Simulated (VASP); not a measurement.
# CdS (F-43m) in VASP: notebook

CdS is run at these levels: PBE; tasks: single point.

Everything below comes from runs of VASP 6.6.1. Logs are shortened: lines on timing, memory, paths and dates and some standing lists are left out, and cuts for length are marked.

## 1. The cell of the first run

Symmetry: F-43m, No. 216, cubic system. The conventional cell has a = 6.118 Å, b = 6.118 Å, c = 6.118 Å, α = 90.00°, β = 90.00°, γ = 90.00°. Cd (site symmetry -43m) has 4 S at 2.65 Å within 3.5 Å. Within 3.5 Å of S (site symmetry -43m) lie 4 Cd at 2.65 Å.

## 2. Single point, PBE (volume scaled by 1.10)

File INCAR:

```
SYSTEM = CdS
PREC = Accurate
ENCUT = 520
EDIFF = 1E-6
ISMEAR = 0
SIGMA = 0.02
LREAL = .FALSE.
LASPH = .TRUE.
NELM = 100
ALGO = Normal
ISIF = 2
LWAVE = .FALSE.
LCHARG = .TRUE.
GGA = PE
LELF = .TRUE.
LVHAR = .TRUE.
NBANDS = 16
```

File KPOINTS:

```
regular mesh
0
G
  8 8 8
  0 0 0
```

File POSCAR:

```
CdS
1.0
    0.0000000000      3.0588638829      3.0588638829
    3.0588638829      0.0000000000      3.0588638829
    3.0588638829      3.0588638829      0.0000000000
Cd S
1 1
Direct
    0.0000000000      0.0000000000      0.0000000000
    0.2500000000      0.2500000000      0.2500000000
```

Potentials or basis: VASP PAW PBE potentials, release 64 (Cd, S).

The run is started by

```
cat potpaw_PBE.64/Cd/POTCAR potpaw_PBE.64/S/POTCAR > POTCAR
mpirun -np 1 vasp_std > vasp.out
```

OUTCAR:

```text
SYSTEM = CdS
   PREC = Accurate
   ENCUT = 520
   EDIFF = 1E-6
   ISMEAR = 0
   LREAL = .FALSE.
   LASPH = .TRUE.
   NELM = 100
   ISIF = 2
   GGA = PE

 ion  position               nearest neighbor table
   1  0.000  0.000  0.000-   2 2.65   2 2.65   2 2.65   2 2.65
   2  0.250  0.250  0.250-   1 2.65   1 2.65   1 2.65   1 2.65

  LATTYP: Found a face centered cubic cell.
 ALAT       =     6.1177277658

  Lattice vectors:

 A1 = (   0.0000000000,   3.0588638829,   3.0588638829)
 A2 = (   3.0588638829,   0.0000000000,   3.0588638829)
 A3 = (   3.0588638829,   3.0588638829,   0.0000000000)

Analysis of symmetry for initial positions (statically):
=====================================================================
 Subroutine PRICEL returns:
 Original cell was already a primitive cell.

 Routine SETGRP: Setting up the symmetry group for a
 face centered cubic supercell.

 Subroutine GETGRP returns: Found 24 space group operations
 (whereof 24 operations were pure point group operations)
 out of a pool of 48 trial point group operations.

The static configuration has the point symmetry T_d .

Analysis of symmetry for dynamics (positions and initial velocities):
=====================================================================
 Subroutine PRICEL returns:
 Original cell was already a primitive cell.

 Routine SETGRP: Setting up the symmetry group for a
 face centered cubic supercell.

 Subroutine GETGRP returns: Found 24 space group operations
 (whereof 24 operations were pure point group operations)
 out of a pool of 48 trial point group operations.

The dynamic configuration has the point symmetry T_d .

 Subroutine INISYM returns: Found 24 space group operations
 (whereof 24 operations are pure point group operations),
 and found     1 'primitive' translations

----------------------------------------------------------------------------------------

                                     Primitive cell

  volume of cell :      57.2414

  direct lattice vectors                    reciprocal lattice vectors
     0.000000000  3.058863883  3.058863883    -0.163459382  0.163459382  0.163459382
     3.058863883  0.000000000  3.058863883     0.163459382 -0.163459382  0.163459382
     3.058863883  3.058863883  0.000000000     0.163459382  0.163459382 -0.163459382

  length of vectors
     4.325886789  4.325886789  4.325886789     0.283119955  0.283119955  0.283119955

  position of ions in fractional coordinates (direct lattice)
     0.000000000  0.000000000  0.000000000
     0.250000000  0.250000000  0.250000000

  ion indices of the primitive-cell ions
   primitive index   ion index
                 1           1
                 2           2

----------------------------------------------------------------------------------------

 KPOINTS: regular mesh

Automatic generation of k-mesh.
 Grid dimensions read from file:
 generate k-points for:    8    8    8

 Generating k-lattice:

  Cartesian coordinates                     Fractional coordinates (reciprocal lattice)
    -0.020432423  0.020432423  0.020432423     0.125000000  0.000000000  0.000000000
     0.020432423 -0.020432423  0.020432423     0.000000000  0.125000000  0.000000000
     0.020432423  0.020432423 -0.020432423     0.000000000  0.000000000  0.125000000

  Length of vectors
     0.035389994  0.035389994  0.035389994

  Shift w.r.t. Gamma in fractional coordinates (k-lattice)
     0.000000000  0.000000000  0.000000000

 Subroutine IBZKPT returns following result:
 ===========================================

 Found     29 irreducible k-points:

 Following reciprocal coordinates:
            Coordinates               Weight
  0.000000  0.000000  0.000000      1.000000
  0.125000  0.000000  0.000000      8.000000
  0.250000  0.000000  0.000000      8.000000
  0.375000  0.000000  0.000000      8.000000
  0.500000  0.000000  0.000000      4.000000
  0.125000  0.125000  0.000000      6.000000
[... 16 lines left out ...]
  0.500000  0.250000  0.125000     48.000000
 -0.375000  0.250000  0.125000     24.000000
 [... further k-points ...]
   k-points           NKPTS =     29   k-points in BZ     NKDIM =     29   number of bands    NBANDS=     16
   number of dos      NEDOS =    301   number of ions     NIONS =      2
   total plane-waves  NPLWV =  32768
   dimension x,y,z NGX =    32 NGY =   32 NGZ =   32
   dimension x,y,z NGXF=    64 NGYF=   64 NGZF=   64
   ions per type =               1   1
   NGX,Y,Z   is equivalent  to a cutoff of  12.30, 12.30, 12.30 a.u.
   NGXF,Y,Z  is equivalent  to a cutoff of  24.60, 24.60, 24.60 a.u.
 SYSTEM =  CdS
   PREC   = accura    normal or accurate (medium, high low for compatibility)
   ISTART =      0    job   : 0-new  1-cont  2-samecut
   ICHARG =      2    charge: 1-file 2-atom 10-const
   ISPIN  =      1    spin polarized calculation?
   LNONCOLLINEAR =      F non collinear calculations
   LSORBIT =      F    spin-orbit coupling
   LASPH  =      T    aspherical Exc in radial PAW
   ENCUT  =  520.0 eV  38.22 Ry    6.18 a.u.   8.04  8.04  8.04*2*pi/ulx,y,z
   NELM   =    100;   NELMIN=  2; NELMDL= -5     # of ELM steps
   EDIFF  = 0.1E-05   stopping-criterion for ELM
   LREAL  =      F    real-space projection
   EDIFFG = 0.1E-04   stopping-criterion for IOM
   NSW    =      0    number of steps for IOM
   IBRION =     -1    ionic relax: 0-MD 1-quasi-New 2-CG
   NFREE  =      0    steps in history (QN), initial steepest desc. (CG)
   ISIF   =      2    stress and relaxation
   ISYM   =      2    0-nonsym 1-usesym 2-fastsym
   POTIM  = 0.5000    time-step for ionic-motion
   TEBEG  =    0.0;   TEEND  =   0.0 temperature during run
   PSTRESS=    0.0 pullay stress
   NELECT =      18.0000    total number of electrons
   NUPDOWN=      -1.0000    fix difference up-down
   EMIN   =  10.00;   EMAX   =-10.00  energy-range for DOS
   EFERMI =   0.00;   METHOD = LEGACY
   ISMEAR =     0;   SIGMA  =   0.02  broadening in eV -4-tet -1-fermi 0-gaus
   EFERMI_NEDOS =   21; number of points for ismear=-14 and -15
   IALGO  =     38    algorithm
   IMIX   =      4    mixing-type and parameters
     AMIX     =   0.40;   BMIX     =  1.00
     AMIX_MAG =   1.60;   BMIX_MAG =  1.00
  volume/ion in A,a.u.               =      28.62       193.14
  Fermi-wavevector in a.u.,A,eV,Ry     =   1.113257  2.103751 16.862266  1.239342
  Thomas-Fermi vector in A             =   2.249840
   LORBIT       =      0    0 simple, 1 ext, 2 COOP (PROOUT), +10 PAW based schemes
   GGA     = PE    functional components
   LHFCALC =     F    Hartree Fock is set to
   AEXX    =    0.0000 exact exchange contribution
   IVDW    =     0    specifies the selected vdW correction
   LEPSILON=     F    determine dielectric tensor
   LRPA    =     F    only Hartree local field effects (RPA)
 non-spin polarized calculation
 Gauss-broadening in eV      SIGMA  =   0.02
  energy-cutoff  :      520.00
  volume of cell :       57.24
 maximum number of plane-waves:      1572
   NGX = 17   NGY = 17   NGZ = 17

 number of electron      18.0000006 magnetization

 Free energy of the ion-electron system (eV)
  ---------------------------------------------------
  ext. energy  EPLUGINS =         0.00000000
  ---------------------------------------------------
  free energy    TOTEN  =        -6.08312423 eV

  energy without entropy =       -6.08312423  energy(sigma->0) =       -6.08312423

 E-fermi :   0.3091     XC(G=0):  -8.4982

 val. band max:        0.2035501271   @ k =   0.0000   0.0000   0.0000
 cond. band min:       1.0289205035   @ k =   0.0000   0.0000   0.0000
 fundamental gap:      0.8253703763
 Fermi energy:         0.3091225573

 k-point     1 :       0.0000    0.0000    0.0000
  band No.  band energies     occupation
      1     -11.3969      2.00000
      2      -7.1285      2.00000
      3      -7.1285      2.00000
      4      -7.1285      2.00000
      5      -6.8182      2.00000
      6      -6.8182      2.00000
[... 8 lines left out ...]
     15      11.4416      0.00000
     16      11.4416      0.00000

 k-point     2 :       0.1250    0.0000    0.0000
  band No.  band energies     occupation
      1     -11.3523      2.00000
      2      -7.1134      2.00000
      3      -7.1134      2.00000
      4      -7.0821      2.00000
      5      -6.8187      2.00000
      6      -6.8187      2.00000
[... 8 lines left out ...]
     15      10.8987      0.00000
     16      11.5212      0.00000

 k-point     3 :       0.2500    0.0000    0.0000
  band No.  band energies     occupation
      1     -11.2445      2.00000
      2      -7.0809      2.00000
      3      -7.0809      2.00000
      4      -6.9312      2.00000
      5      -6.8149      2.00000
      6      -6.8149      2.00000
[... 8 lines left out ...]
     15      10.6711      0.00000
     16      11.1537      0.00000

 k-point     4 :       0.3750    0.0000    0.0000
  band No.  band energies     occupation
      1     -11.1369      2.00000
      2      -7.0558      2.00000
      3      -7.0558      2.00000
      4      -6.8020      2.00000
      5      -6.8020      2.00000
      6      -6.6935      2.00000
[... 8 lines left out ...]
     15      11.4111      0.00000
     16      11.4111      0.00000
[... 324 lines left out ...]
 k-point    22 :       0.3750    0.2500    0.1250
  band No.  band energies     occupation
      1     -11.1654      2.00000
      2      -7.0439      2.00000
      3      -7.0280      2.00000
      4      -6.8944      2.00000
      5      -6.8054      2.00000
      6      -6.7669      2.00000
[... 8 lines left out ...]
     15      11.8795      0.00000
     16      13.4148      0.00000

 k-point    23 :       0.5000    0.2500    0.1250
  band No.  band energies     occupation
      1     -11.0807      2.00000
      2      -7.0210      2.00000
      3      -7.0043      2.00000
      4      -6.8518      2.00000
      5      -6.7952      2.00000
      6      -6.5889      2.00000
[... 8 lines left out ...]
     15      12.3619      0.00000
     16      12.9254      0.00000

 k-point    24 :      -0.3750    0.2500    0.1250
  band No.  band energies     occupation
      1     -11.0460      2.00000
      2      -7.0173      2.00000
      3      -6.9937      2.00000
      4      -6.8309      2.00000
      5      -6.7996      2.00000
      6      -6.4729      2.00000
[... 8 lines left out ...]
     15      12.0820      0.00000
     16      12.8956      0.00000

 [... further k-points ...]
[... 5 lines left out ...]
  --------------------------------------------------------------------------------------
  -------------------------------------------------------------------------------------
  Total       -1.3916003     -1.3916003     -1.3916003     -0.0000000      0.0000000      0.0000000
  in kB      -38.9506445    -38.9506445    -38.9506445     -0.0000000      0.0000000      0.0000000
  external PRESSURE =     -38.9506445 kB  Pullay stress =       0.0000000 kB

 VOLUME and BASIS-vectors are now :
 -----------------------------------------------------------------------------
  energy-cutoff  :      520.00
  volume of cell :       57.24
      direct lattice vectors                 reciprocal lattice vectors
     0.000000000  3.058863883  3.058863883    -0.163459382  0.163459382  0.163459382
     3.058863883  0.000000000  3.058863883     0.163459382 -0.163459382  0.163459382
     3.058863883  3.058863883  0.000000000     0.163459382  0.163459382 -0.163459382

 POSITION                                       TOTAL-FORCE (eV/Angst)
 -----------------------------------------------------------------------------------
      0.00000      0.00000      0.00000         0.000000      0.000000      0.000000
      1.52943      1.52943      1.52943        -0.000000     -0.000000     -0.000000
 -----------------------------------------------------------------------------------
    total drift:                               -0.000001     -0.000001     -0.000000

  FREE ENERGIE OF THE ION-ELECTRON SYSTEM (eV)
  ---------------------------------------------------
  free  energy   TOTEN  =        -6.0831242282 eV

  energy  without entropy=       -6.0831242282  energy(sigma->0) =       -6.08312423
```

Run time: 9 s. Hardware: 1 thread of Intel Xeon 6975P-C (Granite Rapids), shared host; peak memory 0.18 GiB.

What came out:

* Free energy: -6.0831 eV
* Pressure: -3.9 GPa
* Band gap on the k mesh: 0.83 eV, direct

Levels at points of the mesh, in eV from the valence-band top:
| k point | band 6 | band 7 | band 8 | band 9 | band 10 | band 11 | band 12 | band 13 |
| --- | --- | --- | --- | --- | --- | --- | --- | --- |
| (0.00, 0.00, 0.00) | -7.02 | 0.00 | 0.00 | 0.00 | 0.83 | 6.52 | 6.52 | 6.52 |
| (0.50, 0.00, 0.00) | -6.75 | -3.62 | -0.57 | -0.57 | 2.76 | 6.96 | 6.96 | 7.01 |
| (0.50, 0.50, 0.00) | -6.70 | -3.37 | -1.43 | -1.43 | 3.76 | 4.09 | 8.68 | 9.92 |

## 3. Single point, PBE (volume scaled by 0.94)

File INCAR:

```
SYSTEM = CdS
ALGO = Normal
EDIFF = 1E-6
ENCUT = 520
GGA = PE
ISIF = 2
ISMEAR = 0
LASPH = .True.
LCHARG = .False.
LREAL = .False.
LWAVE = .False.
NBANDS = 16
NELM = 80
PREC = Accurate
SIGMA = 0.02
```

File KPOINTS:

```
k-points
0
Gamma
  8 8 8
  0 0 0
```

File POSCAR:

```
CdS
1.0
    0.0000000000      2.9027203986      2.9027203986
    2.9027203986      0.0000000000      2.9027203986
    2.9027203986      2.9027203986      0.0000000000
Cd S
1 1
Direct
    0.0000000000      0.0000000000      0.0000000000
    0.2500000000      0.2500000000      0.2500000000
```

Potentials or basis: VASP PAW PBE potentials, release 64 (Cd, S).

The run is started by

```
cat potpaw_PBE.64/Cd/POTCAR potpaw_PBE.64/S/POTCAR > POTCAR
mpirun -np 1 vasp_std > vasp.out
```

It took 14 s on 1 thread of AMD EPYC 9R14 (Zen 4), shared host; peak memory 0.15 GiB.

It converged, with:

```
Free energy            : -6.1050 eV
Pressure               : 4.2 GPa
Band gap on the k mesh : 1.18 eV, direct
```

Levels at points of the mesh, in eV from the valence-band top:
```
           k point  band 5  band 6  band 7  band 8  band 9  band 10  band 11  band 12  band 13  band 14
(0.00, 0.00, 0.00)   -7.28   -7.28    0.00    0.00    0.00     1.18     6.54     6.54     6.54    11.50
(0.50, 0.00, 0.00)   -7.24   -6.89   -4.49   -0.77   -0.77     3.04     7.01     7.01     7.52    11.13
(0.50, 0.50, 0.00)   -7.19   -6.82   -4.02   -1.93   -1.93     3.53     4.37     9.29    10.87    10.87
```

## 4. Single point, PBE (volume scaled by 0.97)

File INCAR:

```
SYSTEM = CdS
PREC     = Accurate       ! precision mode
ENCUT    = 520            ! plane-wave cutoff, eV
EDIFF    = 1E-6           ! SCF threshold, eV
ISMEAR   = 0              ! smearing method
SIGMA    = 0.02           ! smearing width, eV
LREAL    = .False.        ! projectors in reciprocal space
LASPH    = .True.         ! aspherical terms in the spheres
NELM     = 100            ! most SCF steps
ALGO     = Normal         ! electronic algorithm
ISIF     = 2              ! what is computed and relaxed
LWAVE    = .False.        ! write WAVECAR
LCHARG   = .False.        ! write CHGCAR
GGA      = PE             ! functional
NBANDS   = 16             ! bands
```

File KPOINTS:

```
regular mesh
0
Gamma
  8 8 8
  0 0 0
```

File POSCAR:

```
CdS
1.0
    0.0000000000      2.9332775957      2.9332775957
    2.9332775957      0.0000000000      2.9332775957
    2.9332775957      2.9332775957      0.0000000000
Cd S
1 1
Direct
    0.0000000000      0.0000000000      0.0000000000
    0.2500000000      0.2500000000      0.2500000000
```

The run is started by

```
cat potpaw_PBE.64/Cd/POTCAR potpaw_PBE.64/S/POTCAR > POTCAR
mpirun -np 1 vasp_std > vasp.out
```

Run time: 14 s. Hardware: 1 thread of AMD EPYC 9R14 (Zen 4), shared host; peak memory 0.15 GiB.

The run converged. Its results:

```
Free energy            : -6.1356 eV
Pressure               : 2.1 GPa
Band gap on the k mesh : 1.11 eV, direct
```

Levels at points of the mesh, in eV from the valence-band top:
```tsv
k point	band 7	band 8	band 9	band 10	band 11	band 12
(0.00, 0.00, 0.00)	0.00	0.00	0.00	1.11	6.55	6.55
(0.50, 0.00, 0.00)	-4.30	-0.73	-0.73	2.99	7.01	7.01
(0.50, 0.50, 0.00)	-3.88	-1.82	-1.82	3.58	4.33	9.16
```

## 5. The runs side by side

```tsv
cell	gap on the mesh (eV)	pressure (GPa)
a = 4.326 Å, angles 60.0°, 2 atoms	0.83	-3.9
a = 4.105 Å, angles 60.0°, 2 atoms	1.18	4.2
a = 4.148 Å, angles 60.0°, 2 atoms	1.11	2.1
```

Alike in all rows: task single point; level PBE; potentials or basis VASP PAW PBE potentials, release 64 (Cd, S); no spin polarisation; k mesh 8 × 8 × 8; cutoff (eV) 520; smearing gaussian 0.02 eV.

Absolute energies hang on the potentials; compare differences alone.
